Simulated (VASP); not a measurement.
# AlN (P1) in VASP: notebook

The runs below take AlN through relaxation of the atoms, single point, with PBE.

Everything below comes from runs of VASP 6.6.1. Logs are shortened: lines on timing, memory, paths and dates and some standing lists are left out, and cuts for length are marked.

## 1. The cell of the first run

The typed cell holds 64 atoms: a = 9.683 Å, b = 9.683 Å, c = 9.683 Å, α = 99.44°, β = 111.90°, γ = 117.58°.

## 2. Relaxation of the atoms, PBE

INCAR

```
ALGO = Normal
EDIFF = 1E-6
EDIFFG = -0.03
ENCUT = 520
GGA = PE
IBRION = 2
ISIF = 2
ISMEAR = 0
LASPH = T
LCHARG = F
LREAL = Auto
LUSENCCL = F
LWAVE = F
NELM = 100
NSW = 45
PREC = Accurate
SIGMA = 0.02
```

KPOINTS

```
Automatic mesh
0
Gamma
  2 2 2
  0.5 0.5 0.5
```

POSCAR

```
AlN
1.0
   -1.5651018309     -8.1325076706      5.0180193525
    1.5651018309      8.1325076706      5.0180193525
   -7.8255091547      2.7108358902     -5.0180193525
Al N
32 32
Direct
    0.8303839942      0.3712371921      0.7081251198
    0.5742039837      0.2505781353      0.3343213683
    0.5715266694      0.4918338110      0.5852499291
    0.8236192012      0.6186205566      0.9550294675
    0.3288929344      0.3764976193      0.2116227048
    0.8324366307      0.8738418656      0.2148159434
    0.3346909103      0.6240523612      0.4522805784
    0.8321680073      0.1264535104      0.4590463359
    0.3277441477      0.8690951002      0.7055263425
    0.0787986015      0.2422580757      0.8287508903
    0.5867138927      0.7538942686      0.8335791267
    0.0872660058      0.5128091656      0.0880585607
    0.5769756825      0.9997127627      0.0824603827
    0.0796734707      0.7471357492      0.3359742080
    0.0793895966      0.9956291158      0.5791235136
    0.3276962492      0.1199643224      0.9613664005
    0.1722448268      0.7500275966      0.9241851964
    0.9330164916      0.6337912705      0.5406837989
    0.9122866049      0.8674478524      0.7826027395
    0.1521092759      0.9933054382      0.1620767616
    0.6599431741      0.7492095145      0.4120308678
    0.1645445474      0.2492070304      0.4180449679
    0.6632775099      1.0004363600      0.6672720291
    0.1641214378      0.4950751822      0.6662461638
    0.6619693344      0.2450293333      0.9092454479
    0.4125857717      0.6299623161      0.0350419891
    0.9137393621      0.1253380244      0.0421510533
    0.4150860437      0.8733263339      0.2900237460
    0.9124645438      0.3699082526      0.2913186366
    0.4114262999      0.1239235513      0.5368231604
    0.4241754216      0.3853756330      0.7988525765
    0.6724025203      0.5021646681      0.1667046728
    0.0151614007      0.5651801679      0.7103229332
    0.7709353550      0.4387355947      0.3369588904
    0.7832352233      0.6960401594      0.5852462476
    0.0281398285      0.8227144501      0.9654194949
    0.5295054126      0.5680865366      0.2147142506
    0.0193660977      0.0636582698      0.2052981987
    0.5190747152      0.8194352689      0.4573742075
    0.0255887206      0.3178888380      0.4551294180
    0.5256574518      0.0652264708      0.7078416157
    0.2769540512      0.4461813630      0.8303451937
    0.7715534670      0.9352507050      0.8288075908
    0.2702818831      0.6845022280      0.0823581856
    0.7776893854      0.1916398317      0.0826573546
    0.2776591265      0.9450456868      0.3327709524
    0.2740894176      0.1978784511      0.5851901369
    0.5339364253      0.3184810997      0.9677805634
    0.8493461820      0.4407847621      0.9104011424
    0.6107437530      0.3133676928      0.5451874434
    0.6092523939      0.5705314803      0.7961039440
    0.8531655899      0.6837115089      0.1594454074
    0.3546112726      0.4278764955      0.4187146101
    0.8489943879      0.9286282372      0.4061534320
    0.3619194994      0.6976200157      0.6704921230
    0.8441909121      0.1905480866      0.6702877059
    0.3642916508      0.9397659074      0.9230825874
    0.1046025539      0.3171783550      0.0451638205
    0.6068185934      0.8169811665      0.0388521318
    0.1022795059      0.5609953976      0.2830957494
    0.6044107099      0.0677046256      0.2901978392
    0.1164542598      0.8145137727      0.5415961237
    0.1075322280      0.0611008668      0.7918400003
    0.3584855861      0.1939842436      0.1763294741
```

Potentials or basis: VASP PAW PBE potentials, release 64 (Al, N).

The run is started by

```bash
$ cat potpaw_PBE.64/Al/POTCAR potpaw_PBE.64/N/POTCAR > POTCAR
$ mpirun -np 1 vasp_std > vasp.out
```

OUTCAR:

```text
EDIFF = 1E-6
   EDIFFG = -0.03
   ENCUT = 520
   GGA = PE
   IBRION = 2
   ISIF = 2
   ISMEAR = 0
   LASPH = T
   LREAL = Auto
   NELM = 100
   NSW = 45
   PREC = Accurate

 ion  position               nearest neighbor table
   1  0.830  0.371  0.708-  56 1.80  50 1.85  49 1.87  33 1.89  25 3.04  23 3.06  24 3.10  30 3.10
                             8 3.10   4 3.14   2 3.14  17 3.14  10 3.14  12 3.16   3 3.16  18 3.21
   2  0.574  0.251  0.334-  64 1.81  50 1.88  34 1.92  61 1.93  30 3.02   5 3.10   3 3.10  16 3.10
                            28 3.11  32 3.13  20 3.13   1 3.14  29 3.15  13 3.16   8 3.19  18 3.21
   3  0.572  0.492  0.585-  53 1.83  51 1.89  50 1.94  35 2.09  31 2.99  22 3.02  30 3.02   4 3.09
                             2 3.10   7 3.10  11 3.10  19 3.11   5 3.12   1 3.16  21 3.20  18 3.35
   4  0.824  0.619  0.955-  51 1.84  52 1.84  49 1.86  36 2.00  31 2.96  32 3.01  25 3.07  20 3.08
                             3 3.09  12 3.10  11 3.10  19 3.13   1 3.14  17 3.16   6 3.17  14 3.18
   5  0.329  0.376  0.212-  53 1.88  58 1.89  64 1.91  37 1.95   7 3.02  22 3.07  21 3.07  27 3.08
                             2 3.10   3 3.12  20 3.14  12 3.15  16 3.17  10 3.18  26 3.19  32 3.20
   6  0.832  0.874  0.215-  54 1.77  38 1.94  59 1.94  52 1.95  21 3.03  20 3.04  15 3.05  32 3.05
                            22 3.09  26 3.10   8 3.11  14 3.12  27 3.14   4 3.17  11 3.18  13 3.19
   7  0.335  0.624  0.452-  39 1.88  60 1.94  53 1.98  55 1.99  21 3.01   5 3.02  28 3.05  12 3.07
                            23 3.09   3 3.10  22 3.11  29 3.14  14 3.14   9 3.16  24 3.17  11 3.18
   8  0.832  0.126  0.459-  61 1.92  40 1.95  56 1.98  54 2.00  29 3.05  24 3.05  22 3.08  21 3.10
                            28 3.10  10 3.10   1 3.10  23 3.11   6 3.11  15 3.15  13 3.15   2 3.19
   9  0.328  0.869  0.706-  62 1.81  55 1.84  57 1.94  41 1.97  18 2.92  23 3.09  14 3.09  24 3.09
[... 77 lines left out ...]
  63  0.108  0.061  0.792-  16 1.88  10 1.90  19 1.91  15 1.93
  64  0.358  0.194  0.176-   2 1.81   5 1.91  16 1.95  20 1.97

  LATTYP: Found a body centered orthorhombic cell.
 ALAT       =    10.0360387050
 B/A-ratio  =     1.0804405881
 C/A-ratio  =     1.2475853288

  Lattice vectors:

 A1 = (  -1.5651018309,  -8.1325076706,  -5.0180193525)
 A2 = (   7.8255091547,  -2.7108358902,   5.0180193525)
 A3 = (  -7.8255091547,   2.7108358902,   5.0180193525)

Analysis of symmetry for initial positions (statically):
=====================================================================
 Subroutine PRICEL returns:
 Original cell was already a primitive cell.

 Routine SETGRP: Setting up the symmetry group for a
 body centered orthorhombic supercell.

 Subroutine GETGRP returns: Found  1 space group operations
 (whereof  1 operations were pure point group operations)
 out of a pool of  8 trial point group operations.

The static configuration has the point symmetry C_1 .

Analysis of symmetry for dynamics (positions and initial velocities):
=====================================================================
 Subroutine PRICEL returns:
 Original cell was already a primitive cell.

 Routine SETGRP: Setting up the symmetry group for a
 body centered orthorhombic supercell.

 Subroutine GETGRP returns: Found  1 space group operations
 (whereof  1 operations were pure point group operations)
 out of a pool of  8 trial point group operations.

The dynamic configuration has the point symmetry C_1 .

 Subroutine INISYM returns: Found  1 space group operations
 (whereof  1 operations are pure point group operations),
 and found     1 'primitive' translations

----------------------------------------------------------------------------------------

                                     Primitive cell

  volume of cell :     681.2839

  direct lattice vectors                    reciprocal lattice vectors
    -1.565101831 -8.132507671  5.018019352    -0.079867008 -0.046111238  0.099640907
     1.565101831  8.132507671  5.018019352    -0.039933504  0.069166858  0.099640907
[... 40 lines left out ...]
   IMIX   =      4    mixing-type and parameters
     AMIX     =   0.40;   BMIX     =  1.00
     AMIX_MAG =   1.60;   BMIX_MAG =  1.00
  volume/ion in A,a.u.               =      10.65        71.84
  Fermi-wavevector in a.u.,A,eV,Ry     =   1.181351  2.232429 18.988142  1.395589
  Thomas-Fermi vector in A             =   2.317626
   LORBIT       =      0    0 simple, 1 ext, 2 COOP (PROOUT), +10 PAW based schemes
   GGA     = PE    functional components
   LHFCALC =     F    Hartree Fock is set to
   AEXX    =    0.0000 exact exchange contribution
   IVDW    =     0    specifies the selected vdW correction
   LEPSILON=     F    determine dielectric tensor
   LRPA    =     F    only Hartree local field effects (RPA)
 conjugate gradient relaxation of ions
 non-spin polarized calculation
 Gauss-broadening in eV      SIGMA  =   0.02
  energy-cutoff  :      520.00
  volume of cell :      681.28
 maximum number of plane-waves:     18381
   NGX = 35   NGY = 35   NGZ = 35

--------------------------------------- Ionic step        1  -------------------------------------------

 number of electron     255.9999996 magnetization

 Free energy of the ion-electron system (eV)
  ---------------------------------------------------
  ext. energy  EPLUGINS =         0.00000000
  ---------------------------------------------------
  free energy    TOTEN  =      -473.32045118 eV

  energy without entropy =     -473.32045118  energy(sigma->0) =     -473.32045118

------------------------ aborting loop because EDIFF is reached ----------------------------------------

  FORCE on cell =-STRESS in cart. coord.  units (eV):
  Direction    XX          YY          ZZ          XY          YZ          ZX
  --------------------------------------------------------------------------------------
  -------------------------------------------------------------------------------------
  Total       10.6287630      1.7166645      1.2913098     -2.3701514     -1.1014868     -1.1442266
  in kB       24.9956923      4.0370848      3.0367770     -5.5738919     -2.5903696     -2.6908810
  external PRESSURE =      10.6898514 kB  Pullay stress =       0.0000000 kB
[... 275 lines left out ...]
  FREE ENERGIE OF THE ION-ELECTRON SYSTEM (eV)
  ---------------------------------------------------
  free  energy   TOTEN  =      -476.0163260288 eV

  energy  without entropy=     -476.0163260288  energy(sigma->0) =     -476.01632603

[... ionic steps 4 to 12 ...]

--------------------------------------- Ionic step       13  -------------------------------------------

 number of electron     256.0000015 magnetization

------------------------ aborting loop because EDIFF is reached ----------------------------------------
[... 191 lines left out ...]
--------------------------------------- Ionic step       15  -------------------------------------------

 number of electron     256.0000015 magnetization

 Free energy of the ion-electron system (eV)
  ---------------------------------------------------
  ext. energy  EPLUGINS =         0.00000000
  ---------------------------------------------------
  free energy    TOTEN  =      -476.49737114 eV

  energy without entropy =     -476.49737114  energy(sigma->0) =     -476.49737114

 E-fermi :   5.9988     XC(G=0): -10.8270

 val. band max:        5.8981429122   @ k =  -0.2500   0.2500   0.2500
 cond. band min:      10.6723343817   @ k =  -0.2500   0.2500   0.2500
 fundamental gap:      4.7741914695
 Fermi energy:         5.9988245151

 k-point     1 :       0.2500    0.2500    0.2500
  band No.  band energies     occupation
      1      -8.5501      2.00000
      2      -8.5498      2.00000
      3      -8.5492      2.00000
      4      -8.5486      2.00000
      5      -7.6323      2.00000
      6      -7.6319      2.00000
[... 561 lines left out ...]
    139      11.8857      0.00000
    140      12.0846      0.00000
 [bands above 140 left out]

------------------------ aborting loop because EDIFF is reached ----------------------------------------

  FORCE on cell =-STRESS in cart. coord.  units (eV):
  Direction    XX          YY          ZZ          XY          YZ          ZX
  --------------------------------------------------------------------------------------
  -------------------------------------------------------------------------------------
  Total       -1.3101767     -1.3004238     -1.0366024      0.0273305     -0.0291758     -0.0078229
  in kB       -3.0811462     -3.0582104     -2.4377808      0.0642731     -0.0686128     -0.0183971
  external PRESSURE =      -2.8590458 kB  Pullay stress =       0.0000000 kB
[... 79 lines left out ...]
  FREE ENERGIE OF THE ION-ELECTRON SYSTEM (eV)
  ---------------------------------------------------
  free  energy   TOTEN  =      -476.4973711439 eV

  energy  without entropy=     -476.4973711439  energy(sigma->0) =     -476.49737114

 reached required accuracy - stopping structural energy minimisation
```

It took 21 min on 1 × NVIDIA H100 80GB with 1 thread of AMD EPYC 7R13 (Zen 3), shared host; peak memory 1.8 GiB.

Results:

- Free energy: -476.4974 eV
- Energy gained by relaxing: 49.6 meV/atom
- Ionic steps: 15
- Pressure after relaxing: -0.3 GPa
- Largest force after relaxing: 0.024 eV/Å
- Band gap on the k mesh: 4.77 eV

Forces on the atoms (eV/Å):
```
Al  -0.007  0.007 -0.004
Al   0.003 -0.002  0.003
Al  -0.005 -0.006 -0.007
Al   0.002 -0.006 -0.007
Al   0.001 -0.006 -0.004
Al   0.008 -0.011  0.002
Al  -0.002 -0.004 -0.004
Al   0.001 -0.002 -0.003
Al  -0.001  0.010 -0.002
Al  -0.010  0.005  0.002
Al   0.004 -0.001  0.009
Al   0.005  0.009  0.007
Al  -0.010  0.002  0.010
Al   0.004 -0.008  0.003
Al   0.001  0.006  0.006
Al   0.004 -0.008 -0.009
Al  -0.010 -0.001 -0.003
Al   0.001  0.008  0.003
Al  -0.011  0.005 -0.004
Al   0.004 -0.013 -0.002
Al   0.001  0.006  0.002
Al  -0.006  0.008  0.002
Al  -0.002  0.001 -0.005
Al   0.009  0.001 -0.008
Al  -0.006  0.004 -0.004
Al   0.005  0.002 -0.006
Al  -0.010  0.003  0.002
Al  -0.004 -0.002  0.000
Al   0.008 -0.007  0.000
Al   0.006 -0.001 -0.001
Al   0.002 -0.004  0.004
Al  -0.001 -0.007  0.003
N    0.007  0.002 -0.003
N   -0.003  0.002  0.009
N    0.006  0.003  0.023
N    0.009 -0.004  0.003
N    0.004 -0.010  0.002
N   -0.006 -0.003  0.003
N   -0.008  0.003 -0.006
N    0.001  0.008  0.000
N    0.004  0.001 -0.003
N   -0.001  0.000  0.009
N   -0.002  0.006  0.002
N   -0.012 -0.006 -0.002
N    0.001 -0.003 -0.003
N    0.007 -0.003  0.005
N    0.000 -0.002 -0.001
N    0.002  0.010 -0.006
N    0.000 -0.002  0.002
N    0.009 -0.004  0.001
N    0.008  0.005 -0.001
N   -0.008 -0.003 -0.004
N   -0.001 -0.009 -0.004
N   -0.010 -0.004 -0.003
N    0.000  0.007 -0.001
N   -0.008 -0.008 -0.008
N    0.011 -0.004 -0.002
N   -0.004  0.007  0.005
N    0.005  0.003 -0.003
N   -0.010  0.003  0.006
N   -0.002  0.006 -0.002
N    0.007  0.007  0.000
N    0.003  0.005 -0.002
N    0.008 -0.002  0.001
```

The path:
| step | energy change (eV) | largest force (eV/Å) | pressure (GPa) |
| --- | --- | --- | --- |
| 1 | 0.0000 | 3.3274 | 1.07 |
| 2 | -1.9267 | 2.1899 | 0.14 |
| 3 | -2.6959 | 1.0889 | -0.18 |
| 4 | -3.0425 | 0.4162 | -0.26 |
| 5 | -3.0494 | 0.3802 | -0.27 |
| 6 | -3.1319 | 0.2215 | -0.28 |
| 7 | -3.1372 | 0.2255 | -0.28 |
| 8 | -3.1643 | 0.1531 | -0.29 |
| 9 | -3.1648 | 0.1848 | -0.29 |
| 10 | -3.1730 | 0.0748 | -0.29 |
| 11 | -3.1730 | 0.0810 | -0.29 |
| 12 | -3.1762 | 0.0347 | -0.29 |
| 13 | -3.1763 | 0.0393 | -0.29 |
| 14 | -3.1769 | 0.0305 | -0.29 |
| 15 | -3.1769 | 0.0237 | -0.29 |

Final structure:
```
Al N
1.0
    -1.56510   -8.13251    5.01802
     1.56510    8.13251    5.01802
    -7.82551    2.71084   -5.01802
Al N
32 32
Direct
  0.83200 0.37452 0.70823
  0.58187 0.24940 0.33333
  0.58182 0.49944 0.58325
  0.83202 0.62456 0.95833
  0.33187 0.37452 0.20825
  0.83189 0.87452 0.20834
  0.33188 0.62453 0.45816
  0.83193 0.12448 0.45819
  0.33207 0.87444 0.70831
  0.08182 0.24930 0.83306
  0.58194 0.74936 0.83327
  0.08186 0.49929 0.08316
  0.58184 0.99940 0.08316
  0.08184 0.74944 0.33326
  0.08194 0.99932 0.58323
  0.33206 0.12463 0.95839
  0.16523 0.74953 0.91651
  0.91524 0.62428 0.54156
  0.91527 0.87436 0.79148
  0.16524 0.99958 0.16669
  0.66526 0.74939 0.41661
  0.16522 0.24939 0.41650
  0.66528 0.99945 0.66645
  0.16543 0.49949 0.66665
  0.66535 0.24949 0.91655
  0.41527 0.62449 0.04159
  0.91508 0.12429 0.04136
  0.41513 0.87442 0.29143
  0.91522 0.37441 0.29160
  0.41533 0.12449 0.54170
  0.41525 0.37440 0.79162
  0.66521 0.49948 0.16661
  0.02283 0.56525 0.70830
  0.77255 0.44008 0.33321
  0.77258 0.68999 0.58324
  0.02274 0.81532 0.95836
  0.52262 0.56526 0.20828
  0.02252 0.06519 0.20816
  0.52264 0.81522 0.45809
  0.02275 0.31520 0.45827
  0.52278 0.06522 0.70829
  0.27266 0.44013 0.83327
  0.77261 0.94006 0.83306
  0.27254 0.69017 0.08309
  0.77268 0.19020 0.08321
  0.27266 0.94025 0.33334
  0.27266 0.19018 0.58324
  0.52281 0.31525 0.95830
  0.85603 0.44024 0.91656
  0.60605 0.31527 0.54170
  0.60606 0.56517 0.79166
  0.85596 0.69028 0.16659
  0.35595 0.44029 0.41657
  0.85600 0.94021 0.41660
  0.35612 0.69019 0.66658
  0.85599 0.19027 0.66646
  0.35606 0.94031 0.91664
  0.10590 0.31502 0.04141
  0.60603 0.81522 0.04158
  0.10587 0.56512 0.29145
  0.60599 0.06518 0.29151
  0.10608 0.81510 0.54166
  0.10608 0.06515 0.79157
  0.35605 0.19031 0.16673
```

Levels at points of the mesh, in eV from the valence-band top:
```
           k point  band 126  band 127  band 128  band 129  band 130  band 131
(0.25, 0.25, 0.25)     -0.39     -0.39     -0.39      5.71      5.71      5.71
```

Caveat: a shifted mesh leaves out Γ, where band edges can lie.

[end of part 1 of 2]
